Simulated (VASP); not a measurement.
Runs of VASP 6.6.1 on CdS3. The structure is that of space group P6_3/mmc (No. 194), or close to it. The cells are those of the table. 

| task | cell | k mesh | cutoff (eV) | smearing | k mesh for the DOS | occupations for the DOS | gap on the mesh (eV) | pressure (GPa) | largest force (eV/Å) |
| --- | --- | --- | --- | --- | --- | --- | --- | --- | --- |
| single point | a = 6.936, b = 6.936, c = 6.730 Å, angles 90.0, 90.0, 120.0°, 8 atoms | 6 × 6 × 4 | 500 | gaussian 0.02 eV | - | - | (a) | -0.3 | 0.21 |
| relaxation of cell and atoms | relaxed from a = 6.408, b = 6.408, c = 4.830 Å, angles 90.0, 90.0, 120.0°, 8 atoms | 3 × 3 × 4 | 500 | gaussian 0.1 eV | - | - | 0.88 | 0.0 | 0.01 |
| single point | a = 6.408, b = 6.408, c = 4.830 Å, angles 90.0, 90.0, 120.0°, 8 atoms | 3 × 3 × 4 | 500 | gaussian 0.1 eV | - | - | none | -6.7 | 0.42 |
| single point | a = 6.586, b = 6.586, c = 5.539 Å, angles 90.0, 90.0, 120.0°, 8 atoms | 3 × 3 × 4 | 500 | gaussian 0.1 eV | - | - | none | 0.0 | (b) |

Alike in all rows: level PBE; potentials or basis VASP PAW PBE potentials, release 64 (Cd, S); no spin polarisation.

Task: Estimate the missing entries.

Result: (a) 0.95; (b) 0.13.

Caveats: some runs use coarse meshes.

A k mesh can miss the band edges, and the runs leave out spin-orbit coupling on Cd.

A gap of «none» marks levels without a gap at the run's occupations.
